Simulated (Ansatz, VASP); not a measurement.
# Two plane-wave programs on Si4B

```
Si B
1.0
     5.09968    0.00000    0.00000
    -2.54984    4.41646    0.00000
     0.00000    0.00000    3.86903
Si B
4 1
Direct
  0.40307 0.00000 0.00000
  0.00000 0.40307 0.00000
  0.59693 0.59693 0.00000
  0.00000 0.00000 0.50000
  0.00000 0.00000 0.00000
```

Alike in both runs: functional PBE; k mesh 4 × 4 × 3; occupations gaussian, width 0.2 eV; no spin polarisation.

Ansatz relaxed the structure, and its values are those at the end. VASP's run is a single point on that final structure, the one shown.

|  | VASP | Ansatz |
| --- | --- | --- |
| version | VASP 6.6.1 | Ansatz 0.2.0 |
| potentials or method | VASP PAW PBE potentials, release 64 (Si, B), cutoff 500 eV | scalar-relativistic, plane waves, PAW |
| valence electrons in the cell | 19 | 19 |

VASP gave:

* gap on the k mesh at the Fermi level (eV): none
* pressure (GPa): 0.2

Question: What did Ansatz give for the same quantities?

Answer: gap on the k mesh at the Fermi level (eV): none; pressure (GPa): 0.3.

A gap of «none» marks a metal or a gap that the smearing closes.

The k mesh is coarse, so the values compare programs but aren't converged.
